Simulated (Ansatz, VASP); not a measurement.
# One calculation of AlN, two programs

```
Al N
1.0
     0.00000    2.18490    2.18490
     2.18490    0.00000    2.18490
     2.18490    2.18490    0.00000
Al N
1 1
Direct
  0.00000 0.00000 0.00000
  0.80721 0.69279 0.69279
```

Change from the starting cell: all N atoms moved -0.250 Å, as atom 2 along Cartesian [1 0 0].

Alike in both runs: task single point; functional r2SCAN; k mesh 10 × 10 × 10; occupations gaussian, width 0.05 eV; no spin polarisation.

|  | VASP | Ansatz |
| --- | --- | --- |
| version | VASP 6.6.1 | Ansatz 0.2.0 |
| potentials or method | VASP PAW PBE potentials, release 64 (Al, N), cutoff 520 eV | scalar-relativistic, plane waves, PAW |
| valence electrons in the cell | 8 | 8 |

|  | VASP | Ansatz | Ansatz less VASP |
| --- | --- | --- | --- |
| gap on the k mesh at the Fermi level (eV) | 3.30 | 3.31 | +0.007 |
| least direct gap on the mesh (eV) | 4.15 | 4.12 | -0.035 |
| pressure (GPa) | 7.4 | 7.6 | +0.18 |
| traceless stress, the component that is largest in VASP (GPa) | -18.46 | -18.02 | +0.433 |
| rms of the force components (eV/Å) | 2.047 | 2.021 | -0.0262 |

VASP's potentials were made for PBE, not for r2SCAN. Atom by atom the forces differ by 0.026 eV/Å (rms over components).
